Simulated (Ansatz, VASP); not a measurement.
# TiAl3: VASP beside Ansatz

Contents of INCAR:

```
PREC = Accurate ; ENCUT = 520
EDIFF = 1E-6 ; ISMEAR = -1
SIGMA = 0.05 ; LREAL = F
LASPH = T ; NELM = 100
ALGO = Fast ; ISIF = 2
LWAVE = F ; LCHARG = F
GGA = PE ; NBANDS = 18
```

KPOINTS

```
regular mesh
0
Gamma
  6 6 6
```

File POSCAR:

```
TiAl3
1.0
   -1.9111067713      1.9111067713      4.2806687947
    1.9111067713     -1.9111067713      4.2806687947
    1.9111067713      1.9111067713     -4.2806687947
Ti Al
1 3
Direct
    0.0000000000      0.0000000000      0.0000000000
    0.2500000000      0.7500000000      0.5000000000
    0.7500000000      0.2500000000      0.5000000000
    0.5000000000      0.5000000000      0.0000000000
```

input.yaml

```yaml
crystal:
  lattice:
    - [-1.9111067713, 1.9111067713, 4.2806687947]
    - [1.9111067713, -1.9111067713, 4.2806687947]
    - [1.9111067713, 1.9111067713, -4.2806687947]
  atoms:
    - { symbol: Ti, position: [0.0, 0.0, 0.0] }
    - { symbol: Al, position: [0.25, 0.75, 0.5] }
    - { symbol: Al, position: [0.75, 0.25, 0.5] }
    - { symbol: Al, position: [0.5, 0.5, 0.0] }
hamiltonian:
  xc: pbe
  pseudopotentials: { kind: paw }
kpoints:
  mp_grid: { grid: [6, 6, 6] }
  band_path:
    path:
      - [[0.0, 0.0, 0.0], [0.0, 0.0, 0.5], [-0.0996590294, 0.0996590294, 0.5], [-0.2998295147, 0.2998295147, 0.2998295147], [0.0, 0.0, 0.0], [0.5, 0.5, -0.5], [0.2998295147, 0.7001704853, -0.2998295147], [0.0, 0.5, 0.0], [0.25, 0.25, 0.25], [0.5, 0.5, -0.0996590294], [0.5, 0.5, -0.5]]
      - [[0.0, 0.0, 0.5], [0.25, 0.25, 0.25]]
    npoints: 14
scf:
  occupations: { method: fermi_dirac, width: 0.05 }
  n_extra_bands: 10
output:
  forces: true
  stress: true
  eigenvalues: true
  fatbands: false
```

Alike in both runs: functional PBE; k mesh 6 × 6 × 6; occupations fermi-dirac, width 0.05 eV; no spin polarisation.

|  | VASP | Ansatz |
| --- | --- | --- |
| version | VASP 6.6.1 | Ansatz 0.2.0 |
| potentials or method | VASP PAW PBE potentials, release 64 (Ti_sv, Al) | Ansatz PAW |
| plane-wave cutoff (eV) | 520 | 420 |
| valence electrons in the cell | 21 | 21 |
| task | single point | band structure |

```tsv
	VASP	Ansatz	Ansatz less VASP
gap on the k mesh at the Fermi level (eV)	none	none	-
pressure (GPa)	2.1	2.1	+0.03
traceless stress, the component that is largest in VASP (GPa)	0.11	0.11	0.000
```

A gap of «none» marks a metal or a gap that the smearing closes. With one functional, cell and mesh, what is left measures potentials, basis and numerics.

The k mesh is coarse, so the values compare programs but aren't converged.
